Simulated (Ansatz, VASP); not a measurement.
**One calculation of HfN, two programs**

```
CELL_PARAMETERS angstrom
0.00000 2.25586 2.25586
2.25586 0.00000 2.25586
2.25586 2.25586 0.00000
ATOMIC_POSITIONS crystal
Hf 0.00000 0.00000 0.00000
N 0.50000 0.50000 0.50000
```

Alike in both runs: task relaxation of cell and atoms; functional r2SCAN; k mesh 16 × 16 × 16; occupations gaussian, width 0.1 eV; no spin polarisation.

|  | VASP | Ansatz |
| --- | --- | --- |
| version | VASP 6.6.1 | Ansatz 0.2.0 |
| potentials or method | VASP PAW PBE potentials, release 64 (Hf_pv, N), cutoff 600 eV | scalar-relativistic, plane waves, PAW |
| valence electrons in the cell | 15 | 31 |

|  | VASP | Ansatz | Ansatz less VASP |
| --- | --- | --- | --- |
| gap on the k mesh at the Fermi level, each at its own relaxed structure (eV) | none | none | - |
| relaxed volume (Å³/atom) | 11.48 | 11.59 | +0.108 |
| relaxed cell length with the largest relative difference (Å) | 3.190 | 3.200 | +0.0100 |

VASP's potentials were made for PBE, not for r2SCAN. A gap of «none» marks a metal or a gap that the smearing closes. VASP's potentials hold 15 valence electrons a cell and Ansatz's 31, so a difference there can come from the potentials and not from the codes.

Neither program's run includes spin-orbit coupling.
